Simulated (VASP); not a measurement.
Set up this calculation in VASP 6.6.1, as the native input.

- Task: single point
- Functional: PBEsol
- Potentials or basis: VASP PAW PBE potentials, release 64 (Ta_pv)
- Cutoff: 520 eV
- k mesh: 12 × 12 × 6
- Occupations: fermi-dirac, width 0.1 eV
- Spin: no spin polarisation
- Dipole correction: no
- Further INCAR settings: ALGO = Normal; EDIFF = 1e-06; NBANDS = 18

The structure of Ta lies in POSCAR:

```
Ta
1.0
    2.9003720000      0.0000000000      0.0000000000
   -1.4501860000      2.5117960000      0.0000000000
    0.0000000000      0.0000000000      5.1662740000
Ta
2
Direct
    0.6666666667      0.3333333333      0.7500000000
    0.3333333333      0.6666666667      0.2500000000
```

The input as run:

INCAR

```
PREC = Accurate
ENCUT = 520
EDIFF = 1E-6
ISMEAR = -1
SIGMA = 0.1
LREAL = False
LASPH = True
NELM = 80
ALGO = Normal
ISIF = 2
LWAVE = False
LCHARG = True
GGA = PS
LELF = True
LVHAR = True
NBANDS = 18
```

KPOINTS

```
Automatic mesh
0
Gamma
  12 12 6
```

Potentials or basis: VASP PAW PBE potentials, release 64 (Ta_pv).

Launch:

```sh
$ cat potpaw_PBE.64/Ta_pv/POTCAR > POTCAR
$ mpirun -np 1 vasp_std > vasp.out
```

It gave:

The pressure is -7.0 GPa and the band gap on the k mesh is zero (band 11 reaches 6.88 eV, above the bottom of band 12 at 4.68 eV).

Caveat: the PAW data sets were made with another functional, which shifts forces and pressure a little; spin-orbit coupling is left out, which moves the levels of the heavy elements.

Run time: 39 s on 1 thread of AMD EPYC 7R13 Processor (Zen 3), with other jobs on the host, peak memory 0.16 GiB.
